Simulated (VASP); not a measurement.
# Al (I4/mmm) in VASP: a series of runs, part 2 of 2

VASP 6.6.1. The steps go on from the part before.

**4. Single point, PBEsol (strain +0.025 along x and y, +0.000 along z)**

Input file INCAR:

```
  PREC = Accurate
  ENCUT = 520
  EDIFF = 1E-6
  ISMEAR = 0
  SIGMA = 0.15
  LREAL = F
  LASPH = T
  NELM = 100
  ALGO = Fast
  ISIF = 2
  LWAVE = F
  LCHARG = F
  GGA = PS
  NBANDS = 8
```

Input file KPOINTS:

```
regular mesh
0
Gamma
  20 20 20
```

Input file POSCAR:

```
Al
1.0
   -1.6309991572      1.6309991572      1.5912186900
    1.6309991572     -1.6309991572      1.5912186900
    1.6309991572      1.6309991572     -1.5912186900
Al
1
Direct
    0.0000000000      0.0000000000      0.0000000000
```

Potentials or basis: VASP PAW PBE potentials, release 64 (Al).

Launch:

```console
> cat potpaw_PBE.64/Al/POTCAR > POTCAR
> mpirun -np 1 vasp_std > vasp.out
```

OUTCAR:

```text
PREC = Accurate
   ENCUT = 520
   EDIFF = 1E-6
   ISMEAR = 0
   LREAL = F
   LASPH = T
   NELM = 100
   ISIF = 2
   GGA = PS

 ion  position               nearest neighbor table
   1  0.000  0.000  0.000-

  LATTYP: Found a body centered tetragonal cell.
 ALAT       =     3.2619983144
 C/A-ratio  =     0.9756097561

  Lattice vectors:

 A1 = (  -1.6309991572,   1.6309991572,   1.5912186900)
 A2 = (   1.6309991572,  -1.6309991572,   1.5912186900)
 A3 = (   1.6309991572,   1.6309991572,  -1.5912186900)

Analysis of symmetry for initial positions (statically):
=====================================================================
 Subroutine PRICEL returns:
 Original cell was already a primitive cell.

 Routine SETGRP: Setting up the symmetry group for a
 body centered tetragonal supercell.

 Subroutine GETGRP returns: Found 16 space group operations
 (whereof 16 operations were pure point group operations)
 out of a pool of 16 trial point group operations.

The static configuration has the point symmetry D_4h.

[... 161 lines left out ...]

 val. band max:        7.6682490966   @ k =  -0.2500  -0.3000   0.0500
 cond. band min:       7.6837413011   @ k =   0.3500   0.3000   0.1000
 fundamental gap:      0.0154922045
 Fermi energy:         7.6792466050

 k-point     1 :       0.0000    0.0000    0.0000
  band No.  band energies     occupation
      1      -3.2645      2.00000
      2      20.3994      0.00000
      3      20.9702      0.00000
      4      20.9702      0.00000
      5      21.8806      0.00000
      6      21.8806      0.00000
      7      22.1625      0.00000
      8      23.4204      0.00000
[... 243 lines left out ...]
 k-point    24 :      -0.3500    0.0500    0.0000
  band No.  band energies     occupation
      1      -0.2403      2.00000
      2       9.3177      0.00000
      3      15.1133      0.00000
      4      16.5644      0.00000
      5      18.4766      0.00000
      6      20.2655      0.00000
      7      25.5607      0.00000
      8      27.0856      0.00000

 [... further k-points ...]

------------------------ aborting loop because EDIFF is reached ----------------------------------------

  FORCE on cell =-STRESS in cart. coord.  units (eV):
  Direction    XX          YY          ZZ          XY          YZ          ZX
  --------------------------------------------------------------------------------------
  -------------------------------------------------------------------------------------
  Total       -0.1244371     -0.1244371     -0.2107481      0.0000000     -0.0000000      0.0000000
  in kB      -11.7750553    -11.7750553    -19.9423736      0.0000000     -0.0000000      0.0000000
  external PRESSURE =     -14.4974947 kB  Pullay stress =       0.0000000 kB

 VOLUME and BASIS-vectors are now :
 -----------------------------------------------------------------------------
  energy-cutoff  :      520.00
  volume of cell :       16.93
      direct lattice vectors                 reciprocal lattice vectors
    -1.630999157  1.630999157  1.591218690     0.000000000  0.306560551  0.314224565
     1.630999157 -1.630999157  1.591218690     0.306560551  0.000000000  0.314224565
     1.630999157  1.630999157 -1.591218690     0.306560551  0.306560551  0.000000000

 POSITION                                       TOTAL-FORCE (eV/Angst)
 -----------------------------------------------------------------------------------
      0.00000      0.00000      0.00000         0.000000     -0.000000      0.000000
 -----------------------------------------------------------------------------------
    total drift:                                0.000000      0.000000      0.000000

  FREE ENERGIE OF THE ION-ELECTRON SYSTEM (eV)
  ---------------------------------------------------
  free  energy   TOTEN  =        -3.9948361252 eV

  energy  without entropy=       -3.9898610495  energy(sigma->0) =       -3.99234859
```

OSZICAR:

```text
N       E                     dE             d eps       ncg     rms          rms(c)
DAV:   1    -0.262760411522E+01   -0.26276E+01   -0.82927E+02 10296   0.201E+02
DAV:   2    -0.401696973411E+01   -0.13894E+01   -0.13481E+01 14296   0.186E+01
DAV:   3    -0.402364605902E+01   -0.66763E-02   -0.66730E-02 12640   0.145E+00
DAV:   4    -0.402366520877E+01   -0.19150E-04   -0.19148E-04 15184   0.693E-02
DAV:   5    -0.402366527464E+01   -0.65873E-07   -0.67097E-07 12784   0.268E-03    0.130E+00
RMM:   6    -0.400623885437E+01    0.17426E-01   -0.17181E-03 10257   0.200E-01    0.744E-01
RMM:   7    -0.399481962250E+01    0.11419E-01   -0.48999E-03 11920   0.330E-01    0.125E-01
RMM:   8    -0.399483355275E+01   -0.13930E-04   -0.24017E-04 11261   0.924E-02    0.283E-02
RMM:   9    -0.399483788314E+01   -0.43304E-05   -0.33538E-05 11443   0.366E-02    0.171E-02
RMM:  10    -0.399483914117E+01   -0.12580E-05   -0.51885E-06 11586   0.141E-02    0.372E-02
RMM:  11    -0.399483650833E+01    0.26328E-05   -0.79807E-07  9790   0.451E-03    0.206E-02
RMM:  12    -0.399483612520E+01    0.38313E-06   -0.18715E-07  7184   0.256E-03
   1 F= -.39948361E+01 E0= -.39923486E+01  d E =-.497508E-02
```

stdout:

```text
POSCAR found type information on POSCAR Al
 POSCAR found :  1 types and       1 ions
 scaLAPACK will be used
 -----------------------------------------------------------------------------
|                                                                             |
|                                                                             |
|     You enforced a specific xc type in the INCAR file but a different       |
|     I HOPE YOU KNOW WHAT YOU ARE DOING!                                     |
|                                                                             |
 -----------------------------------------------------------------------------

 LDA part: xc-table for (Slater+PW92), standard interpolation
 POSCAR, INCAR and KPOINTS ok, starting setup
 FFT: planning ... GRIDC
 FFT: planning ... GRID_SOFT
 FFT: planning ... GRID
 WAVECAR not read
 entering main loop
```

Run time: 29 s. Hardware: 1 thread of Intel Xeon 6975P-C (Granite Rapids), shared host; peak memory 0.18 GiB.

Results:

```yaml
Free_energy: -3.9948 eV
Pressure: -1.4 GPa
```

Levels at points of the mesh, in eV from the Fermi level:
```tsv
k point	band 1	band 2	band 3	band 4	band 5
(0.00, 0.00, 0.00)	-10.94	12.72	13.29	13.29	14.20
(0.50, 0.00, 0.00)	-4.18	-3.75	7.82	8.04	9.60
(0.50, 0.50, 0.00)	-4.29	-3.98	8.28	8.55	10.19
(0.50, 0.50, 0.50)	1.61	1.61	2.28	2.89	3.09
```

Caveat: the cell differs from its parent crystal (strain +0.025 along x and y, +0.000 along z); the PAW data sets were made with another functional, which shifts forces and pressure a little.

**5. Summary**

| cell | gap on the mesh (eV) | pressure (GPa) |
| --- | --- | --- |
| a = 2.780 Å, angles 108.1, 108.1, 112.1°, 1 atom | none | 0.3 |
| a = 2.803 Å, angles 110.8, 110.8, 106.8°, 1 atom | none | -1.4 |
| a = 2.802 Å, angles 108.8, 108.8, 110.8°, 1 atom | none | -1.4 |

Alike in all rows: task single point; level PBEsol; potentials or basis VASP PAW PBE potentials, release 64 (Al); no spin polarisation; k mesh 20 × 20 × 20; cutoff (eV) 520; smearing gaussian 0.15 eV.

Caveats: the PAW data sets were made with another functional, which shifts forces and pressure a little.

Absolute energies hang on the potentials; compare differences alone.
